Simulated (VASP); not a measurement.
Wanted: the native input for a VASP 6.6.1 run.

- Task: single point
- Functional: PBE
- Potentials or basis: VASP PAW PBE potentials, release 64 (Ge_d, Cl)
- Cutoff: 520 eV
- k mesh: 6 × 6 × 6
- Occupations: gaussian, width 0.02 eV
- Spin: no spin polarisation
- Dipole correction: no
- Further INCAR settings: ALGO = Normal; EDIFF = 1e-07; NBANDS = 21

The structure of GeCl2 lies in POSCAR:

```
GeCl2
1.0
    0.0000000000      3.2071947297      3.2071947297
    3.2071947297      0.0000000000      3.2071947297
    3.2071947297      3.2071947297      0.0000000000
Ge Cl
1 2
Direct
    0.0000000000      0.0000000000      0.0000000000
    0.2500000000      0.2500000000      0.2500000000
    0.7500000000      0.7500000000      0.7500000000
```

One way to write it, as run:

INCAR

```
SYSTEM = GeCl2
  PREC = Accurate
  ENCUT = 520
  EDIFF = 1E-7
  ISMEAR = 0
  SIGMA = 0.02
  LREAL = .False.
  LASPH = .True.
  NELM = 60
  ALGO = Normal
  ISIF = 2
  LWAVE = .False.
  LCHARG = .False.
  GGA = PE
  NBANDS = 21
```

KPOINTS

```
Automatic mesh
0
Gamma
  6 6 6
  0 0 0
```

Potentials or basis: VASP PAW PBE potentials, release 64 (Ge_d, Cl).

Launch:

```sh
$ cat potpaw_PBE.64/Ge_d/POTCAR potpaw_PBE.64/Cl/POTCAR > POTCAR
$ mpirun -np 1 vasp_std > vasp.out
```

It gave:

The pressure is 5.0 GPa. The band gap on the k mesh is 2.46 eV (least direct gap 3.37 eV).

Caveat: the cell stands under pressure.

Run time: 24 s on 1 thread of Intel(R) Xeon(R) Platinum 8488C (Sapphire Rapids), on a shared host, peak memory 0.2 GiB.
